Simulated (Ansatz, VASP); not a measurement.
# Two plane-wave programs on Be

Contents of INCAR:

```
PREC = Accurate ; ENCUT = 600
EDIFF = 1E-7 ; ISMEAR = 0
SIGMA = 0.1 ; LREAL = False
LASPH = True ; NELM = 100
ALGO = Fast ; ISIF = 3
LWAVE = False ; LCHARG = False
GGA = PE ; IBRION = 2
NSW = 90 ; EDIFFG = -0.04
```

Contents of KPOINTS:

```
regular mesh
0
Gamma
  6 4 4
```

File POSCAR:

```
Be
1.0
    2.7491526100      0.0000000000      0.0000000000
    0.0000000000      4.4098587100      0.0000000000
    0.0000000000      0.0000000000      4.6512087500
Be
6
Direct
    0.0000000000      0.7611090900      0.2493817000
    0.0000000000      0.2388909100      0.2493817000
    0.5000000000      0.2611090900      0.7506183000
    0.5000000000      0.7388909100      0.7506183000
    0.0000000000      0.0000000000      0.6264761800
    0.5000000000      0.5000000000      0.3735238200
```

Input for Ansatz:

```yaml
crystal:
  lattice:
    - [2.74915261, 0.0, 0.0]
    - [0.0, 4.40985871, 0.0]
    - [0.0, 0.0, 4.65120875]
  atoms:
    - { symbol: Be, position: [0.0, 0.76110909, 0.2493817] }
    - { symbol: Be, position: [0.0, 0.23889091, 0.2493817] }
    - { symbol: Be, position: [0.5, 0.26110909, 0.7506183] }
    - { symbol: Be, position: [0.5, 0.73889091, 0.7506183] }
    - { symbol: Be, position: [0.0, 0.0, 0.62647618] }
    - { symbol: Be, position: [0.5, 0.5, 0.37352382] }
basis:
  ecutwfc: 420
kpoints:
  mp_grid: { grid: [6, 4, 4] }
hamiltonian:
  xc: pbe
scf:
  occupations: { method: gaussian, width: 0.1 }
  lower_state_search: "off"
output:
  forces: true
  stress: true
  eigenvalues: true
relax:
  adjacent_minimum: "off"
  f_tol: 0.04
  max_steps: 70
  cell: { stress_tol: 0.4 }
```

Alike in both runs: task relaxation of cell and atoms; functional PBE; k mesh 6 × 4 × 4; occupations gaussian, width 0.1 eV; no spin polarisation.

```csv
,VASP,Ansatz
version,VASP 6.6.1,Ansatz 0.2.0
potentials or method,"VASP PAW PBE potentials, release 64 (Be), cutoff 600 eV","scalar-relativistic, plane waves, PAW"
valence electrons in the cell,12,12
```

Ansatz gave:

- gap on the k mesh at the Fermi level, each at its own relaxed structure (eV): none
- relaxed volume (Å³/atom): 8.47
- relaxed length of the cell vector where the two differ most in proportion (Å): 3.620

Problem. Which values does VASP return?

Solution. gap on the k mesh at the Fermi level, each at its own relaxed structure (eV): none; relaxed volume (Å³/atom): 8.48; relaxed length of the cell vector where the two differ most in proportion (Å): 3.625.

A gap of «none» marks a metal or a gap that the smearing closes.

The k mesh is coarse, so the values compare programs but aren't converged.
